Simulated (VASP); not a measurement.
Input of a VASP 6.6.1 run:

File INCAR:

```
SYSTEM = Si16B
  PREC = Accurate
  ENCUT = 520
  EDIFF = 1E-7
  ISMEAR = -1
  SIGMA = 0.05
  LREAL = Auto
  LASPH = .True.
  NELM = 150
  ALGO = Normal
  ISIF = 2
  LWAVE = .False.
  LCHARG = .False.
  ISPIN = 2
  MAGMOM = 0 0 0 0 0 0 0 0 0 0 0 0 0 0 0 0 1
  LORBIT = 11
  GGA = PE
  IBRION = 2
  NSW = 45
  EDIFFG = -0.08
  KPAR = 2
```

KPOINTS

```
Automatic mesh
0
Gamma
  2 2 2
  0 0 0
```

File POSCAR:

```
Si16B
1.0
    0.0000000000      5.4300000000      5.4300000000
    5.4300000000      0.0000000000      5.4300000000
    5.4300000000      5.4300000000      0.0000000000
Si B
16 1
Direct
    0.0000000000      0.0000000000      0.0000000000
    0.1250000000      0.1250000000      0.1250000000
    0.0000000000      0.0000000000      0.5000000000
    0.1250000000      0.1250000000      0.6250000000
    0.0000000000      0.5000000000      0.0000000000
    0.1250000000      0.6250000000      0.1250000000
    0.0000000000      0.5000000000      0.5000000000
    0.1250000000      0.6250000000      0.6250000000
    0.5000000000      0.0000000000      0.0000000000
    0.6250000000      0.1250000000      0.1250000000
    0.5000000000      0.0000000000      0.5000000000
    0.6250000000      0.1250000000      0.6250000000
    0.5000000000      0.5000000000      0.0000000000
    0.6250000000      0.6250000000      0.1250000000
    0.5000000000      0.5000000000      0.5000000000
    0.6250000000      0.6250000000      0.6250000000
    0.8784691000      0.8710133000      0.3804620000
```

Potentials or basis: VASP PAW PBE potentials, release 64 (Si, B).

Command:

```bash
$ cat potpaw_PBE.64/Si/POTCAR potpaw_PBE.64/B/POTCAR > POTCAR
$ mpirun -np 4 vasp_std > vasp.out
```

Question: Estimate the net moment.

Answer: 0.00 μB per cell.

Question: Estimate the energy gained by relaxing.

Answer: 4.2 meV/atom.

Forces on the atoms (eV/Å):
```
Si   0.000 -0.002  0.000
Si   0.000 -0.002  0.021
Si   0.011  0.007  0.013
Si   0.004  0.028 -0.001
Si   0.009 -0.019 -0.010
Si  -0.022 -0.002  0.000
Si  -0.012  0.006 -0.010
Si   0.000  0.020  0.001
Si  -0.012  0.005 -0.011
Si  -0.001 -0.019  0.000
Si   0.000 -0.004  0.000
Si   0.023 -0.001  0.001
Si   0.010  0.006  0.011
Si   0.000  0.002  0.000
Si  -0.011 -0.019  0.010
Si  -0.001 -0.002 -0.023
B    0.001 -0.003 -0.003
```

Caveat: the k points lie up to 0.50 Å⁻¹ apart.
